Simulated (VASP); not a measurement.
# Mo (Im-3m) in VASP: further runs

The runs below take Mo through single point, with LDA.

Program: VASP 6.6.1. These are calculated values, not measurements. Logs are shortened: lines on timing, memory, paths and dates and some standing lists are left out, and cuts for length are marked.

## 1. The cell of the first run

It takes space group Im-3m (No. 229, cubic). Conventional cell: a = 3.113 Å, b = 3.113 Å, c = 3.113 Å, α = 90.00°, β = 90.00°, γ = 90.00°. Mo (site symmetry m-3m) has 14 Mo at 2.70 to 3.11 Å within 3.6 Å.

## 2. Single point, LDA

Contents of INCAR:

```
SYSTEM = Mo
  ALGO = Normal
  EDIFF = 1E-6
  ENCUT = 520
  GGA = CA
  ISIF = 2
  ISMEAR = 0
  LASPH = .True.
  LCHARG = .False.
  LREAL = .False.
  LWAVE = .False.
  NBANDS = 13
  NELM = 100
  PREC = Accurate
  SIGMA = 0.2
```

Contents of KPOINTS:

```
k-points
0
Gamma
  14 14 14
  0 0 0
```

Contents of POSCAR:

```
Mo
1.0
   -1.5565618036      1.5565618036      1.5565618036
    1.5565618036     -1.5565618036      1.5565618036
    1.5565618036      1.5565618036     -1.5565618036
Mo
1
Direct
    0.0000000000      0.0000000000      0.0000000000
```

Potentials or basis: VASP PAW LDA potentials, release 64 (Mo_sv).

Started as:

```console
> cat potpaw_LDA.64/Mo_sv/POTCAR > POTCAR
> mpirun -np 1 vasp_std > vasp.out
```

OUTCAR:

```text
SYSTEM = Mo
   EDIFF = 1E-6
   ENCUT = 520
   GGA = CA
   ISIF = 2
   ISMEAR = 0
   LASPH = .True.
   LREAL = .False.
   NELM = 100
   PREC = Accurate

 ion  position               nearest neighbor table
   1  0.000  0.000  0.000-

  LATTYP: Found a body centered cubic cell.
 ALAT       =     3.1131236072

  Lattice vectors:

 A1 = (  -1.5565618036,   1.5565618036,   1.5565618036)
 A2 = (   1.5565618036,  -1.5565618036,   1.5565618036)
 A3 = (   1.5565618036,   1.5565618036,  -1.5565618036)

Analysis of symmetry for initial positions (statically):
=====================================================================
 Subroutine PRICEL returns:
 Original cell was already a primitive cell.

 Routine SETGRP: Setting up the symmetry group for a
 body centered cubic supercell.

 Subroutine GETGRP returns: Found 48 space group operations
[... 9 lines left out ...]

 Routine SETGRP: Setting up the symmetry group for a
 body centered cubic supercell.

 Subroutine GETGRP returns: Found 48 space group operations
[... 11 lines left out ...]
                                     Primitive cell

  volume of cell :      15.0855

  direct lattice vectors                    reciprocal lattice vectors
    -1.556561804  1.556561804  1.556561804     0.000000000  0.321220782  0.321220782
     1.556561804 -1.556561804  1.556561804     0.321220782  0.000000000  0.321220782
     1.556561804  1.556561804 -1.556561804     0.321220782  0.321220782  0.000000000

  length of vectors
     2.696044129  2.696044129  2.696044129     0.454274787  0.454274787  0.454274787

  position of ions in fractional coordinates (direct lattice)
     0.000000000  0.000000000  0.000000000

  ion indices of the primitive-cell ions
   primitive index   ion index
                 1           1

----------------------------------------------------------------------------------------

 KPOINTS: k-points

Automatic generation of k-mesh.
 Grid dimensions read from file:
 generate k-points for:   14   14   14

 Generating k-lattice:

  Cartesian coordinates                     Fractional coordinates (reciprocal lattice)
     0.000000000  0.022944342  0.022944342     0.071428571  0.000000000  0.000000000
     0.022944342  0.000000000  0.022944342     0.000000000  0.071428571  0.000000000
     0.022944342  0.022944342  0.000000000     0.000000000  0.000000000  0.071428571

  Length of vectors
     0.032448199  0.032448199  0.032448199

  Shift w.r.t. Gamma in fractional coordinates (k-lattice)
     0.000000000  0.000000000  0.000000000

 Subroutine IBZKPT returns following result:
 ===========================================

 Found    104 irreducible k-points:

 Following reciprocal coordinates:
            Coordinates               Weight
  0.000000  0.000000  0.000000      1.000000
  0.071429  0.000000  0.000000     12.000000
  0.142857  0.000000  0.000000     12.000000
  0.214286  0.000000  0.000000     12.000000
  0.285714  0.000000  0.000000     12.000000
  0.357143  0.000000  0.000000     12.000000
[... 16 lines left out ...]
  0.285714  0.285714  0.000000     24.000000
  0.357143  0.285714  0.000000     24.000000
 [... further k-points ...]
   k-points           NKPTS =    104   k-points in BZ     NKDIM =    104   number of bands    NBANDS=     13
   number of dos      NEDOS =    301   number of ions     NIONS =      1
   total plane-waves  NPLWV =   8000
   dimension x,y,z NGX =    20 NGY =   20 NGZ =   20
   dimension x,y,z NGXF=    40 NGYF=   40 NGZF=   40
   ions per type =               1
   NGX,Y,Z   is equivalent  to a cutoff of  12.33, 12.33, 12.33 a.u.
   NGXF,Y,Z  is equivalent  to a cutoff of  24.67, 24.67, 24.67 a.u.
 SYSTEM =  Mo
   PREC   = accura    normal or accurate (medium, high low for compatibility)
   ISTART =      0    job   : 0-new  1-cont  2-samecut
   ICHARG =      2    charge: 1-file 2-atom 10-const
   ISPIN  =      1    spin polarized calculation?
   LNONCOLLINEAR =      F non collinear calculations
   LSORBIT =      F    spin-orbit coupling
   LASPH  =      T    aspherical Exc in radial PAW
   ENCUT  =  520.0 eV  38.22 Ry    6.18 a.u.   5.01  5.01  5.01*2*pi/ulx,y,z
   NELM   =    100;   NELMIN=  2; NELMDL= -5     # of ELM steps
   EDIFF  = 0.1E-05   stopping-criterion for ELM
   LREAL  =      F    real-space projection
   EDIFFG = 0.1E-04   stopping-criterion for IOM
   NSW    =      0    number of steps for IOM
   IBRION =     -1    ionic relax: 0-MD 1-quasi-New 2-CG
   NFREE  =      0    steps in history (QN), initial steepest desc. (CG)
   ISIF   =      2    stress and relaxation
   ISYM   =      2    0-nonsym 1-usesym 2-fastsym
   POTIM  = 0.5000    time-step for ionic-motion
   TEBEG  =    0.0;   TEEND  =   0.0 temperature during run
   PSTRESS=    0.0 pullay stress
   NELECT =      14.0000    total number of electrons
   NUPDOWN=      -1.0000    fix difference up-down
   EMIN   =  10.00;   EMAX   =-10.00  energy-range for DOS
   EFERMI =   0.00;   METHOD = LEGACY
   ISMEAR =     0;   SIGMA  =   0.20  broadening in eV -4-tet -1-fermi 0-gaus
   EFERMI_NEDOS =   21; number of points for ismear=-14 and -15
   IALGO  =     38    algorithm
   IMIX   =      4    mixing-type and parameters
     AMIX     =   0.40;   BMIX     =  1.00
     AMIX_MAG =   1.60;   BMIX_MAG =  1.00
  volume/ion in A,a.u.               =      15.09       101.80
  Fermi-wavevector in a.u.,A,eV,Ry     =   1.596851  3.017611 34.693959  2.549934
  Thomas-Fermi vector in A             =   2.694549
   LORBIT       =      0    0 simple, 1 ext, 2 COOP (PROOUT), +10 PAW based schemes
   GGA     = CA    functional components
   LHFCALC =     F    Hartree Fock is set to
   AEXX    =    0.0000 exact exchange contribution
   IVDW    =     0    specifies the selected vdW correction
   LEPSILON=     F    determine dielectric tensor
   LRPA    =     F    only Hartree local field effects (RPA)
 non-spin polarized calculation
 Gauss-broadening in eV      SIGMA  =   0.20
  energy-cutoff  :      520.00
  volume of cell :       15.09
 maximum number of plane-waves:       420
   NGX =  9   NGY =  9   NGZ =  9

 number of electron      13.9999996 magnetization

 Free energy of the ion-electron system (eV)
  ---------------------------------------------------
  ext. energy  EPLUGINS =         0.00000000
  ---------------------------------------------------
  free energy    TOTEN  =       -12.12511812 eV

  energy without entropy =      -12.10419004  energy(sigma->0) =      -12.11465408

 E-fermi :  13.0861     XC(G=0): -13.8044

 val. band max:       13.0688462524   @ k =  -0.2857   0.3571   0.2143
 cond. band min:      13.0936485821   @ k =  -0.1429   0.2143   0.0714
 fundamental gap:      0.0248023297
 Fermi energy:        13.0860612457

 k-point     1 :       0.0000    0.0000    0.0000
  band No.  band energies     occupation
      1     -47.9016      2.00000
      2     -21.2536      2.00000
      3     -21.2536      2.00000
      4     -21.2536      2.00000
      5       5.7113      2.00000
      6      11.5996      2.00000
      7      11.5996      2.00000
      8      11.5996      2.00000
      9      14.7380      0.00000
     10      14.7380      0.00000
     11      27.9260      0.00000
     12      27.9260      0.00000
     13      27.9260      0.00000

 k-point     2 :       0.0714    0.0000    0.0000
  band No.  band energies     occupation
      1     -47.8865      2.00000
      2     -21.3383      2.00000
      3     -21.2795      2.00000
      4     -21.2543      2.00000
      5       5.9463      2.00000
      6      11.4655      2.00000
      7      11.5765      2.00000
      8      11.8226      2.00000
      9      14.5421      0.00000
     10      14.7412      0.00000
     11      28.1051      0.00000
     12      28.3234      0.00000
     13      28.4088      0.00000

 k-point     3 :       0.1429    0.0000    0.0000
  band No.  band energies     occupation
      1     -47.8440      2.00000
      2     -21.5719      2.00000
      3     -21.3516      2.00000
      4     -21.2563      2.00000
      5       6.5871      2.00000
      6      11.1110      2.00000
      7      11.4685      2.00000
      8      12.4768      1.99998
      9      14.2030      0.00000
     10      14.7656      0.00000
     11      28.4598      0.00000
     12      29.4613      0.00000
     13      29.4642      0.00000

 k-point     4 :       0.2143    0.0000    0.0000
  band No.  band energies     occupation
      1     -47.7819      2.00000
      2     -21.9000      2.00000
      3     -21.4542      2.00000
      4     -21.2593      2.00000
      5       7.3908      2.00000
      6      10.6450      2.00000
      7      11.3500      2.00000
      8      13.5141      0.00247
      9      14.1146      0.00000
     10      14.8421      0.00000
     11      28.3871      0.00000
     12      29.9690      0.00000
     13      31.2093      0.00000

 k-point     5 :       0.2857    0.0000    0.0000
  band No.  band energies     occupation
      1     -47.7122      2.00000
      2     -22.2525      2.00000
      3     -21.5660      2.00000
      4     -21.2627      2.00000
      5       7.8632      2.00000
      6      10.1783      2.00000
      7      11.7260      2.00000
      8      14.3303      0.00000
      9      14.8435      0.00000
     10      14.9891      0.00000
     11      27.4862      0.00000
     12      29.0327      0.00000
     13      33.4078      0.00000
[... 257 lines left out ...]
 k-point    22 :       0.3571    0.2143   -0.0000
  band No.  band energies     occupation
      1     -47.5646      2.00000
      2     -22.6216      2.00000
      3     -22.0153      2.00000
      4     -21.4258      2.00000
      5       8.6617      2.00000
      6       9.8825      2.00000
      7      11.8629      2.00000
      8      14.6598      0.00000
      9      15.8187      0.00000
     10      20.9841      0.00000
     11      24.2465      0.00000
     12      26.2941      0.00000
     13      29.8263      0.00000

 k-point    23 :       0.2857    0.2857    0.0000
  band No.  band energies     occupation
      1     -47.5612      2.00000
      2     -22.5345      2.00000
      3     -22.1136      2.00000
      4     -21.4444      2.00000
      5       8.9676      2.00000
      6      10.0955      2.00000
      7      11.2649      2.00000
      8      14.7545      0.00000
      9      15.6166      0.00000
     10      21.5294      0.00000
     11      24.2417      0.00000
     12      26.0361      0.00000
     13      30.3150      0.00000

 k-point    24 :       0.3571    0.2857    0.0000
  band No.  band energies     occupation
      1     -47.5512      2.00000
      2     -22.4752      2.00000
      3     -22.2318      2.00000
      4     -21.4526      2.00000
      5       8.9954      2.00000
      6      10.2812      2.00000
      7      11.0894      2.00000
      8      15.0078      0.00000
      9      15.5345      0.00000
     10      22.8722      0.00000
     11      23.5620      0.00000
     12      25.0202      0.00000
     13      30.6857      0.00000

 [... further k-points ...]
[... 5 lines left out ...]
  --------------------------------------------------------------------------------------
  -------------------------------------------------------------------------------------
  Total        0.1197365      0.1197365      0.1197365      0.0000000     -0.0000000      0.0000000
  in kB       12.7168103     12.7168103     12.7168103      0.0000000     -0.0000000      0.0000000
  external PRESSURE =      12.7168103 kB  Pullay stress =       0.0000000 kB

 VOLUME and BASIS-vectors are now :
 -----------------------------------------------------------------------------
  energy-cutoff  :      520.00
  volume of cell :       15.09
      direct lattice vectors                 reciprocal lattice vectors
    -1.556561804  1.556561804  1.556561804     0.000000000  0.321220782  0.321220782
     1.556561804 -1.556561804  1.556561804     0.321220782  0.000000000  0.321220782
     1.556561804  1.556561804 -1.556561804     0.321220782  0.321220782  0.000000000

 POSITION                                       TOTAL-FORCE (eV/Angst)
 -----------------------------------------------------------------------------------
      0.00000      0.00000      0.00000         0.000000     -0.000000      0.000000
 -----------------------------------------------------------------------------------
    total drift:                                0.000000     -0.000000     -0.000000

  FREE ENERGIE OF THE ION-ELECTRON SYSTEM (eV)
  ---------------------------------------------------
  free  energy   TOTEN  =       -12.1251181230 eV

  energy  without entropy=      -12.1041900416  energy(sigma->0) =      -12.11465408
```

It took 23 s on 1 thread of AMD EPYC 7R13, shared host; peak memory 0.1 GiB.

What came out:

| Quantity | Value |
| --- | --- |
| Free energy | -12.1251 eV |
| Pressure | 1.3 GPa |
| Band gap on the k mesh | zero (band 7 reaches 17.26 eV, above the bottom of band 8 at 11.60 eV) |

## 3. Single point, LDA

Contents of INCAR:

```
ALGO = Normal ; EDIFF = 1E-6
ENCUT = 520 ; GGA = CA
ISIF = 2 ; ISMEAR = 0
LASPH = True ; LCHARG = False
LREAL = False ; LWAVE = False
NBANDS = 13 ; NELM = 80
PREC = Accurate ; SIGMA = 0.3
```

Contents of KPOINTS:

```
k-points
0
Gamma
  14 14 14
```

POSCAR is that of step 2.

Potentials or basis: VASP PAW LDA potentials, release 64 (Mo_sv).

Started as:

```console
> cat potpaw_LDA.64/Mo_sv/POTCAR > POTCAR
> mpirun -np 1 vasp_std > vasp.out
```

OUTCAR:

```text
EDIFF = 1E-6
   ENCUT = 520
   GGA = CA
   ISIF = 2
   ISMEAR = 0
   LASPH = True
   LREAL = False
   NELM = 80
   PREC = Accurate

 ion  position               nearest neighbor table
   1  0.000  0.000  0.000-

  LATTYP: Found a body centered cubic cell.
 ALAT       =     3.1131236072

  Lattice vectors:

 A1 = (  -1.5565618036,   1.5565618036,   1.5565618036)
 A2 = (   1.5565618036,  -1.5565618036,   1.5565618036)
 A3 = (   1.5565618036,   1.5565618036,  -1.5565618036)

Analysis of symmetry for initial positions (statically):
=====================================================================
 Subroutine PRICEL returns:
 Original cell was already a primitive cell.

 Routine SETGRP: Setting up the symmetry group for a
 body centered cubic supercell.

 Subroutine GETGRP returns: Found 48 space group operations
[... 9 lines left out ...]

 Routine SETGRP: Setting up the symmetry group for a
 body centered cubic supercell.

 Subroutine GETGRP returns: Found 48 space group operations
[... 11 lines left out ...]
                                     Primitive cell

[... 135 lines left out ...]

 E-fermi :  13.0740     XC(G=0): -13.8036

 val. band max:       13.0719709405   @ k =  -0.2857   0.3571   0.2143
 cond. band min:      13.0961464378   @ k =  -0.1429   0.2143   0.0714
 fundamental gap:      0.0241754973
 Fermi energy:        13.0739504955

 k-point     1 :       0.0000    0.0000    0.0000
  band No.  band energies     occupation
      1     -47.8958      2.00000
      2     -21.2481      2.00000
      3     -21.2481      2.00000
      4     -21.2481      2.00000
      5       5.7110      2.00000
      6      11.6030      2.00000
      7      11.6030      2.00000
      8      11.6030      2.00000
      9      14.7409      0.00000
     10      14.7409      0.00000
     11      27.9255      0.00000
     12      27.9255      0.00000
     13      27.9255      0.00000
[... 354 lines left out ...]
  band No.  band energies     occupation
      1     -47.5453      2.00000
      2     -22.4700      2.00000
      3     -22.2266      2.00000
      4     -21.4472      2.00000
      5       8.9976      2.00000
      6      10.2830      2.00000
      7      11.0909      2.00000
      8      15.0113      0.00000
      9      15.5381      0.00000
     10      22.8746      0.00000
     11      23.5636      0.00000
     12      25.0222      0.00000
     13      30.6862      0.00000

 [... further k-points ...]
[... 5 lines left out ...]
  --------------------------------------------------------------------------------------
  -------------------------------------------------------------------------------------
  Total        0.1119628      0.1119628      0.1119628      0.0000000      0.0000000      0.0000000
  in kB       11.8911850     11.8911850     11.8911850      0.0000000      0.0000000      0.0000000
  external PRESSURE =      11.8911850 kB  Pullay stress =       0.0000000 kB

 VOLUME and BASIS-vectors are now :
 -----------------------------------------------------------------------------
  energy-cutoff  :      520.00
  volume of cell :       15.09
      direct lattice vectors                 reciprocal lattice vectors
    -1.556561804  1.556561804  1.556561804     0.000000000  0.321220782  0.321220782
     1.556561804 -1.556561804  1.556561804     0.321220782  0.000000000  0.321220782
     1.556561804  1.556561804 -1.556561804     0.321220782  0.321220782  0.000000000

 POSITION                                       TOTAL-FORCE (eV/Angst)
 -----------------------------------------------------------------------------------
      0.00000      0.00000      0.00000         0.000000      0.000000     -0.000000
 -----------------------------------------------------------------------------------
    total drift:                               -0.000000     -0.000000      0.000000

  FREE ENERGIE OF THE ION-ELECTRON SYSTEM (eV)
  ---------------------------------------------------
  free  energy   TOTEN  =       -12.1367628897 eV

  energy  without entropy=      -12.0983547301  energy(sigma->0) =      -12.11755881
```

Wall time 20 s (1 thread of AMD EPYC 7R13, shared host); peak memory 0.1 GiB.

Results:

| Quantity | Value |
| --- | --- |
| Free energy | -12.1368 eV |
| Pressure | 1.2 GPa |
| Band gap on the k mesh | zero (band 7 reaches 17.26 eV, above the bottom of band 8 at 11.60 eV) |

## 4. Single point, LDA

Contents of INCAR:

```
PREC     = Accurate       # precision mode
ENCUT    = 520            # plane-wave cutoff, eV
EDIFF    = 1E-6           # SCF threshold, eV
ISMEAR   = 0              # smearing method
SIGMA    = 0.6            # smearing width, eV
LREAL    = F              # projectors in reciprocal space
LASPH    = T              # aspherical terms in the spheres
NELM     = 60             # most SCF steps
ALGO     = Normal         # electronic algorithm
ISIF     = 2              # what is computed and relaxed
LWAVE    = F              # write WAVECAR
LCHARG   = F              # write CHGCAR
NBANDS   = 13             # bands
```

Contents of KPOINTS:

```
Automatic mesh
0
Gamma
  14 14 14
```

POSCAR is that of step 3.

Started as:

```console
> cat potpaw_LDA.64/Mo_sv/POTCAR > POTCAR
> mpirun -np 1 vasp_std > vasp.out
```

Wall time 29 s (1 thread of AMD EPYC 7R13, shared host); peak memory 0.1 GiB.

It converged, with:

```yaml
Free_energy: -12.1869 eV
Pressure: 1.2 GPa
Band_gap_on_the_k_mesh: zero (band 7 reaches 17.28 eV, above the bottom of band 8 at 11.61 eV)
```

Levels at points of the mesh, in eV from the Fermi level:
```tsv
k point	band 4	band 5	band 6	band 7	band 8	band 9	band 10	band 11
(0.00, 0.00, 0.00)	-34.26	-7.31	-1.41	-1.41	-1.41	1.73	1.73	14.90
(0.50, 0.00, 0.00)	-34.27	-5.52	-3.55	1.79	1.85	2.44	5.07	12.06
(0.50, 0.50, 0.50)	-35.35	-5.71	-5.71	4.25	4.25	4.25	9.36	9.36
```

## 5. Single point, LDA

Contents of INCAR:

```
SYSTEM = Mo
PREC = Accurate
ENCUT = 520
EDIFF = 1E-6
ISMEAR = 0
SIGMA = 1.0
LREAL = .FALSE.
LASPH = .TRUE.
NELM = 100
ALGO = Normal
ISIF = 2
LWAVE = .FALSE.
LCHARG = .FALSE.
NBANDS = 13
```

Contents of KPOINTS:

```
regular mesh
0
G
  14 14 14
  0 0 0
```

POSCAR is that of step 4.

Started as:

```console
> cat potpaw_LDA.64/Mo_sv/POTCAR > POTCAR
> mpirun -np 1 vasp_std > vasp.out
```

Wall time 20 s (1 thread of AMD EPYC 7R13, shared host); peak memory 0.1 GiB.

It converged, with:

| Property | Result |
| --- | --- |
| Free energy | -12.3008 eV |
| Pressure | 2.3 GPa |
| Band gap on the k mesh | zero (band 7 reaches 17.30 eV, above the bottom of band 8 at 11.63 eV) |

Levels at points of the mesh, in eV from the Fermi level:
```tsv
k point	band 4	band 5	band 6	band 7	band 8	band 9	band 10	band 11
(0.00, 0.00, 0.00)	-34.17	-7.26	-1.34	-1.34	-1.34	1.80	1.80	14.95
(0.50, 0.00, 0.00)	-34.19	-5.46	-3.49	1.86	1.90	2.51	5.15	12.11
(0.50, 0.50, 0.50)	-35.26	-5.65	-5.65	4.33	4.33	4.33	9.42	9.42
```

[end of part 1 of 2]
